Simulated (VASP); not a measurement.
# SnO2 (Pnnm) in VASP: relaxation of cell and atoms with r2SCAN+D4

Aim: the relaxation of cell and atoms of SnO2 with r2SCAN+D4.

Program: VASP 6.6.1. These are calculated values, not measurements. Logs are shortened: lines on timing, memory, paths and dates and some standing lists are left out, and cuts for length are marked.

## Step 1: The cell of the first run

Symmetry: Pnnm, No. 58, orthorhombic system. The conventional cell has a = 4.788 Å, b = 4.867 Å, c = 3.241 Å, α = 90.00°, β = 90.00°, γ = 90.00°. Sn (site symmetry 2/m) has 6 O at 2.09 to 2.10 Å within 2.8 Å. O (site symmetry m) has 3 Sn at 2.09 to 2.10 Å and 1 O at 2.65 Å within 2.8 Å.

## Step 2: Relaxation of cell and atoms, r2SCAN+D4

Input file POSCAR:

```
SnO2
1.0
    4.7880040000      0.0000000000      0.0000000000
    0.0000000000      4.8665820000      0.0000000000
    0.0000000000      0.0000000000      3.2408980000
Sn O
2 4
Direct
    0.5000000000      0.5000000000      0.5000000000
    0.0000000000      0.0000000000      0.0000000000
    0.2918550000      0.3210420000      0.0000000000
    0.7918550000      0.1789580000      0.5000000000
    0.2081450000      0.8210420000      0.5000000000
    0.7081450000      0.6789580000      0.0000000000
```

Input file INCAR.step1:

```
SYSTEM = SnO2
ALGO = Normal
EDIFF = 1E-4
ENCUT = 600
GGA = PE
ISMEAR = 0
LASPH = .True.
LCHARG = .False.
LREAL = .False.
LWAVE = .True.
NELM = 100
PREC = Accurate
SIGMA = 0.01
```

Input file INCAR.step2:

```
SYSTEM = SnO2
ALGO = Normal
EDIFF = 1E-6
EDIFFG = -0.05
ENCUT = 600
IBRION = 2
ISIF = 3
ISMEAR = 0
ISTART = 1
IVDW = 13
LASPH = .True.
LCHARG = .False.
LMIXTAU = .True.
LREAL = .False.
LWAVE = .False.
METAGGA = R2SCAN
NELM = 100
NSW = 80
PREC = Accurate
SIGMA = 0.01
VDW_A1 = 0.51559235
VDW_A2 = 5.77342911
VDW_S6 = 1.0
VDW_S8 = 0.6018749
```

Input file KPOINTS:

```
k-points
0
Gamma
  6 4 6
  0 0 0
```

Potentials or basis: VASP PAW PBE potentials, release 64 (Sn_d, O).

The run is started by

```bash
$ cat potpaw_PBE.64/Sn_d/POTCAR potpaw_PBE.64/O/POTCAR > POTCAR
$ cp INCAR.step1 INCAR
$ mpirun -np 1 vasp_std > vasp.out
$ cp INCAR.step2 INCAR
$ mpirun -np 1 vasp_std > vasp.out
```

OUTCAR:

```text
SYSTEM = SnO2
   EDIFF = 1E-6
   EDIFFG = -0.05
   ENCUT = 600
   IBRION = 2
   ISIF = 3
   ISMEAR = 0
   ISTART = 1
   IVDW = 13
   LASPH = .True.
   LREAL = .False.
   METAGGA = R2SCAN
   NELM = 100
   NSW = 80
   PREC = Accurate

 ion  position               nearest neighbor table
   1  0.500  0.500  0.500-   3 2.09   6 2.09   3 2.09   6 2.09   5 2.10   4 2.10
   2  0.000  0.000  0.000-   4 2.09   5 2.09   4 2.09   5 2.09   3 2.10   6 2.10
   3  0.292  0.321  0.000-   1 2.09   1 2.09   2 2.10
   4  0.792  0.179  0.500-   2 2.09   2 2.09   1 2.10
   5  0.208  0.821  0.500-   2 2.09   2 2.09   1 2.10
   6  0.708  0.679  0.000-   1 2.09   1 2.09   2 2.10

  LATTYP: Found a simple orthorhombic cell.
 ALAT       =     3.2408980000
 B/A-ratio  =     1.4773695439
 C/A-ratio  =     1.5016152930

  Lattice vectors:

 A1 = (   0.0000000000,   0.0000000000,   3.2408980000)
 A2 = (   4.7880040000,   0.0000000000,   0.0000000000)
 A3 = (   0.0000000000,   4.8665820000,   0.0000000000)

Analysis of symmetry for initial positions (statically):
=====================================================================
 Subroutine PRICEL returns:
 Original cell was already a primitive cell.

 Routine SETGRP: Setting up the symmetry group for a
 simple orthorhombic supercell.

 Subroutine GETGRP returns: Found  8 space group operations
 (whereof  4 operations were pure point group operations)
 out of a pool of  8 trial point group operations.

The static configuration has the point symmetry C_2h.
 The point group associated with its full space group is D_2h.

Analysis of symmetry for dynamics (positions and initial velocities):
=====================================================================
 Subroutine PRICEL returns:
 Original cell was already a primitive cell.

 Routine SETGRP: Setting up the symmetry group for a
 simple orthorhombic supercell.

 Subroutine GETGRP returns: Found  8 space group operations
 (whereof  4 operations were pure point group operations)
 out of a pool of  8 trial point group operations.

The dynamic configuration has the point symmetry C_2h.
 The point group associated with its full space group is D_2h.

 Subroutine INISYM returns: Found  8 space group operations
 (whereof  4 operations are pure point group operations),
 and found     1 'primitive' translations

----------------------------------------------------------------------------------------

                                     Primitive cell

  volume of cell :      75.5169

  direct lattice vectors                    reciprocal lattice vectors
     4.788004000  0.000000000  0.000000000     0.208855298  0.000000000  0.000000000
     0.000000000  4.866582000  0.000000000     0.000000000  0.205483027  0.000000000
     0.000000000  0.000000000  3.240898000     0.000000000  0.000000000  0.308556456

  length of vectors
     4.788004000  4.866582000  3.240898000     0.208855298  0.205483027  0.308556456

  position of ions in fractional coordinates (direct lattice)
     0.500000000  0.500000000  0.500000000
     0.000000000  0.000000000  0.000000000
     0.291855000  0.321042000  0.000000000
     0.791855000  0.178958000  0.500000000
     0.208145000  0.821042000  0.500000000
     0.708145000  0.678958000  0.000000000

  ion indices of the primitive-cell ions
   primitive index   ion index
                 1           1
                 2           2
                 3           3
                 4           4
                 5           5
                 6           6

----------------------------------------------------------------------------------------

 KPOINTS: k-points

Automatic generation of k-mesh.
 Grid dimensions read from file:
 generate k-points for:    6    4    6

 Generating k-lattice:

  Cartesian coordinates                     Fractional coordinates (reciprocal lattice)
     0.034809216  0.000000000  0.000000000     0.166666667  0.000000000  0.000000000
     0.000000000  0.051370757  0.000000000     0.000000000  0.250000000  0.000000000
     0.000000000  0.000000000  0.051426076     0.000000000  0.000000000  0.166666667

  Length of vectors
     0.034809216  0.051370757  0.051426076

  Shift w.r.t. Gamma in fractional coordinates (k-lattice)
     0.000000000  0.000000000  0.000000000

 Subroutine IBZKPT returns following result:
 ===========================================

 Found     48 irreducible k-points:

 Following reciprocal coordinates:
            Coordinates               Weight
  0.000000  0.000000  0.000000      1.000000
  0.166667  0.000000  0.000000      2.000000
  0.333333  0.000000  0.000000      2.000000
  0.500000  0.000000  0.000000      1.000000
  0.000000  0.250000  0.000000      2.000000
  0.166667  0.250000  0.000000      4.000000
[... 16 lines left out ...]
  0.333333  0.500000  0.166667      4.000000
  0.500000  0.500000  0.166667      2.000000
 [... further k-points ...]
   k-points           NKPTS =     48   k-points in BZ     NKDIM =     48   number of bands    NBANDS=     31
   number of dos      NEDOS =    301   number of ions     NIONS =      6
   total plane-waves  NPLWV =  44800
   dimension x,y,z NGX =    40 NGY =   40 NGZ =   28
   dimension x,y,z NGXF=    80 NGYF=   80 NGZF=   56
   ions per type =               2   4
   NGX,Y,Z   is equivalent  to a cutoff of  13.89, 13.66, 14.36 a.u.
   NGXF,Y,Z  is equivalent  to a cutoff of  27.78, 27.33, 28.73 a.u.
 SYSTEM =  SnO2
   PREC   = accura    normal or accurate (medium, high low for compatibility)
   ISTART =      1    job   : 0-new  1-cont  2-samecut
   ICHARG =      0    charge: 1-file 2-atom 10-const
   ISPIN  =      1    spin polarized calculation?
   LNONCOLLINEAR =      F non collinear calculations
   LSORBIT =      F    spin-orbit coupling
   LASPH  =      T    aspherical Exc in radial PAW
   ENCUT  =  600.0 eV  44.10 Ry    6.64 a.u.   9.56  9.72  6.47*2*pi/ulx,y,z
   NELM   =    100;   NELMIN=  2; NELMDL=  0     # of ELM steps
   EDIFF  = 0.1E-05   stopping-criterion for ELM
   LREAL  =      F    real-space projection
   EDIFFG = -.5E-01   stopping-criterion for IOM
   NSW    =     80    number of steps for IOM
   IBRION =      2    ionic relax: 0-MD 1-quasi-New 2-CG
   NFREE  =      1    steps in history (QN), initial steepest desc. (CG)
   ISIF   =      3    stress and relaxation
   ISYM   =      2    0-nonsym 1-usesym 2-fastsym
   POTIM  = 0.5000    time-step for ionic-motion
   TEBEG  =    0.0;   TEEND  =   0.0 temperature during run
   PSTRESS=    0.0 pullay stress
   NELECT =      52.0000    total number of electrons
   NUPDOWN=      -1.0000    fix difference up-down
   EMIN   =  10.00;   EMAX   =-10.00  energy-range for DOS
   EFERMI =   0.00;   METHOD = LEGACY
   ISMEAR =     0;   SIGMA  =   0.01  broadening in eV -4-tet -1-fermi 0-gaus
   EFERMI_NEDOS =   21; number of points for ismear=-14 and -15
   IALGO  =     38    algorithm
   IMIX   =      4    mixing-type and parameters
     AMIX     =   0.40;   BMIX     =  1.00
     AMIX_MAG =   1.60;   BMIX_MAG =  1.00
  volume/ion in A,a.u.               =      12.59        84.94
  Fermi-wavevector in a.u.,A,eV,Ry     =   1.445644  2.731871 28.434627  2.089886
  Thomas-Fermi vector in A             =   2.563802
   LORBIT       =      0    0 simple, 1 ext, 2 COOP (PROOUT), +10 PAW based schemes
   METAGGA = R2SCAN    functional components
   LHFCALC =     F    Hartree Fock is set to
   AEXX    =    0.0000 exact exchange contribution
   IVDW    =    13    specifies the selected vdW correction
   LEPSILON=     F    determine dielectric tensor
   LRPA    =     F    only Hartree local field effects (RPA)
 conjugate gradient relaxation of ions
 non-spin polarized calculation
 Gauss-broadening in eV      SIGMA  =   0.01
  energy-cutoff  :      600.00
  volume of cell :       75.52
 maximum number of plane-waves:      2552
 NGX is ok and might be reduce to    40
   NGX = 19   NGY = 19   NGZ = 13

--------------------------------------- Ionic step        1  -------------------------------------------

 number of electron      51.9999998 magnetization

 Free energy of the ion-electron system (eV)
  ---------------------------------------------------
  ext. energy  EPLUGINS =         0.00000000
  ---------------------------------------------------
  free energy    TOTEN  =       -84.56918303 eV

  energy without entropy =      -84.56918303  energy(sigma->0) =      -84.56918303

------------------------ aborting loop because EDIFF is reached ----------------------------------------

  DFT-D4 for vdW energy calculation

  Edisp (eV):   -0.57397

  FORCE on cell =-STRESS in cart. coord.  units (eV):
  Direction    XX          YY          ZZ          XY          YZ          ZX
  --------------------------------------------------------------------------------------
  -------------------------------------------------------------------------------------
  Total      -3.75076    -3.91983    -4.50937    -0.00000     0.00000     0.00000
  in kB     -79.57678   -83.16382   -95.67151    -0.00000     0.00000     0.00000
  external pressure =      -86.14 kB  Pullay stress =        0.00 kB
[... 109 lines left out ...]
  FREE ENERGIE OF THE ION-ELECTRON SYSTEM (eV)
  ---------------------------------------------------
  free  energy   TOTEN  =       -85.2325234834 eV

  energy  without entropy=      -85.2325234834  energy(sigma->0) =      -85.23252348

[... ionic steps 4 to 13 ...]

--------------------------------------- Ionic step       14  -------------------------------------------

 number of electron      52.0000027 magnetization

------------------------ aborting loop because EDIFF is reached ----------------------------------------

  DFT-D4 for vdW energy calculation

  Edisp (eV):   -0.59991
[... 77 lines left out ...]
  energy  without entropy=      -85.2454408067  energy(sigma->0) =      -85.24544081

--------------------------------------- Ionic step       16  -------------------------------------------

 number of electron      52.0000009 magnetization

 Free energy of the ion-electron system (eV)
  ---------------------------------------------------
  ext. energy  EPLUGINS =         0.00000000
  ---------------------------------------------------
  free energy    TOTEN  =       -84.64970883 eV

  energy without entropy =      -84.64970883  energy(sigma->0) =      -84.64970883

 E-fermi :   5.6929     XC(G=0): -11.9889

 val. band max:        5.5907756985   @ k =   0.0000   0.0000   0.0000
 cond. band min:       7.4153556359   @ k =   0.0000   0.0000   0.0000
 fundamental gap:      1.8245799373
 Fermi energy:         5.6929253511

 k-point     1 :       0.0000    0.0000    0.0000
  band No.  band energies     occupation
      1     -16.1444      2.00000
      2     -15.2157      2.00000
      3     -14.9210      2.00000
      4     -14.9202      2.00000
      5     -14.8982      2.00000
      6     -14.8707      2.00000
[... 805 lines left out ...]
     30      14.5528      0.00000
     31      17.2874      0.00000

 [... further k-points ...]

------------------------ aborting loop because EDIFF is reached ----------------------------------------

  DFT-D4 for vdW energy calculation

  Edisp (eV):   -0.59847

  FORCE on cell =-STRESS in cart. coord.  units (eV):
  Direction    XX          YY          ZZ          XY          YZ          ZX
  --------------------------------------------------------------------------------------
  -------------------------------------------------------------------------------------
  Total       0.16266     0.08976    -0.06304    -0.00000     0.00000     0.00000
  in kB       3.60532     1.98947    -1.39732    -0.00000     0.00000     0.00000
  external pressure =        1.40 kB  Pullay stress =        0.00 kB
[... 21 lines left out ...]
  FREE ENERGIE OF THE ION-ELECTRON SYSTEM (eV)
  ---------------------------------------------------
  free  energy   TOTEN  =       -85.2481802345 eV

  energy  without entropy=      -85.2481802345  energy(sigma->0) =      -85.24818023

 reached required accuracy - stopping structural energy minimisation
```

Wall time 2.1 h (1 thread of Oxide Virtual Turin-like, shared host); peak memory 0.27 GiB.

What came out:

- Free energy: -85.2482 eV
- Relaxed volume: 12.05 Å³/atom
- Relaxed cell: a = 4.737 Å, b = 4.759 Å, c = 3.207 Å, α = 90.00°, β = 90.00°, γ = 90.00°
- Space group after relaxing (to 0.1 Å): P4_2/mnm (No. 136)
- Energy gained by relaxing: 17.5 meV/atom
- Ionic steps: 16
- Pressure after relaxing: 0.1 GPa
- Largest force after relaxing: 0.030 eV/Å
- Band gap on the k mesh: 1.82 eV
- Dispersion energy per atom: -0.100 eV

Forces in eV/Å, atoms in the order of the input:
```
Sn   0.000  0.000  0.000
Sn   0.000  0.000  0.000
O   -0.011 -0.028  0.000
O   -0.011  0.028  0.000
O    0.011 -0.028  0.000
O    0.011  0.028  0.000
```

Step by step:
```
step  energy change (eV)  largest force (eV/Å)  pressure (GPa)  volume (Å³)
   1              0.0000                0.1193           -8.61        75.52
   2              0.0859                0.4617           14.45        68.36
   3             -0.0894                0.1659           -0.22        72.41
   4             -0.0894                0.1691           -0.02        72.35
   5             -0.0938                0.0680            0.08        72.18
   6             -0.0938                0.0737            0.10        72.16
   7             -0.0948                0.0684           -0.04        72.21
   8             -0.0966                0.0573           -0.43        72.35
   9             -0.0968                0.0692           -1.22        72.63
  10             -0.0973                0.0588           -0.84        72.50
  11             -0.0976                0.0593           -0.78        72.48
  12             -0.0985                0.0638           -0.58        72.43
  13             -0.0998                0.0763           -0.18        72.32
  14             -0.1009                0.1133            0.61        72.10
  15             -0.1023                0.0934            0.49        72.15
  16             -0.1050                0.0301            0.14        72.29
```

Final structure:
```xyz
6
Lattice="4.7366 0.0000 0.0000 0.0000 4.7585 0.0000 0.0000 0.0000 3.2071" Properties=species:S:1:pos:R:3 pbc="T T T"
Sn    2.3683    2.3793    1.6035
Sn    0.0000    0.0000    0.0000
O     1.4351    1.4700    0.0000
O     3.8034    0.9092    1.6035
O     0.9332    3.8493    1.6035
O     3.3016    3.2885    0.0000
```

Levels at points of the mesh, in eV from the valence-band top:
| k point | band 22 | band 23 | band 24 | band 25 | band 26 | band 27 | band 28 | band 29 | band 30 | band 31 |
| --- | --- | --- | --- | --- | --- | --- | --- | --- | --- | --- |
| (0.00, 0.00, 0.00) | -1.22 | -1.22 | -0.77 | -0.76 | 0.00 | 1.82 | 6.80 | 7.02 | 7.06 | 11.15 |
| (0.50, 0.00, 0.00) | -1.94 | -1.18 | -1.18 | -0.61 | -0.61 | 5.02 | 5.02 | 7.74 | 7.74 | 11.98 |
| (0.00, 0.50, 0.00) | -1.99 | -1.17 | -1.17 | -0.63 | -0.63 | 5.05 | 5.05 | 7.85 | 7.85 | 11.93 |
| (0.50, 0.50, 0.00) | -1.97 | -1.30 | -1.30 | -0.91 | -0.91 | 5.47 | 5.47 | 8.22 | 8.22 | 11.99 |
| (0.00, 0.00, 0.50) | -2.59 | -1.67 | -1.67 | -1.26 | -1.26 | 6.91 | 6.91 | 10.57 | 10.57 | 11.53 |
| (0.50, 0.00, 0.50) | -1.76 | -1.08 | -1.08 | -0.68 | -0.68 | 7.20 | 7.20 | 8.93 | 8.93 | 11.87 |
| (0.00, 0.50, 0.50) | -1.69 | -1.13 | -1.13 | -0.66 | -0.66 | 7.18 | 7.18 | 8.88 | 8.88 | 11.98 |
| (0.50, 0.50, 0.50) | -2.33 | -0.95 | -0.95 | -0.84 | -0.84 | 5.57 | 5.57 | 9.67 | 9.67 | 11.90 |

Caveat: the PAW data sets were made with another functional, which shifts forces and pressure a little; spin-orbit coupling is left out, which moves the levels of the heavy elements; the relaxation stopped at a loose force limit of 0.05 eV/Å, so its end isn't a converged minimum.
